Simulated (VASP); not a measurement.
A run of VASP 6.6.1 is set up as follows.

File INCAR:

```
SYSTEM = Ca
ALGO     = Fast           ! electronic algorithm
EDIFF    = 1E-6           ! SCF threshold, eV
ENCUT    = 520            ! plane-wave cutoff, eV
ISIF     = 2              ! what is computed and relaxed
ISMEAR   = 0              ! smearing method
LASPH    = .TRUE.         ! aspherical terms in the spheres
LCHARG   = .FALSE.        ! write CHGCAR
LREAL    = .FALSE.        ! projectors in reciprocal space
LWAVE    = .FALSE.        ! write WAVECAR
NBANDS   = 11             ! bands
NELM     = 60             ! most SCF steps
PREC     = Accurate       ! precision mode
SIGMA    = 0.15           ! smearing width, eV
```

Contents of KPOINTS:

```
k-points
0
G
  14 14 14
  0 0 0
```

The input POSCAR:

```
Ca
1.0
    3.3316668047      0.0000000000      0.0000000000
    0.0000000000      3.4886563400      0.0000000000
    0.0000000000      0.0000000000      3.4886563400
Ca
1
Direct
    0.0000000000      0.0000000000      0.0000000000
```

Potentials or basis: VASP PAW LDA potentials, release 64 (Ca_sv).

Command:

```sh
$ cat potpaw_LDA.64/Ca_sv/POTCAR > POTCAR
$ mpirun -np 1 vasp_std > vasp.out
```

What does it give for the band gap on the k mesh?

Zero (band 5 reaches 2.38 eV, above the bottom of band 6 at 1.37 eV).

Estimate the pressure.

-0.7 GPa.

Stress tensor (GPa, compression positive):
```
 1.13  0.00  0.00
 0.00 -1.61  0.00
 0.00  0.00 -1.61
```

Caveat: the cell differs from its parent crystal (strain -0.0450 x Voigt [1, 0, 0, 0, 0, 0]).
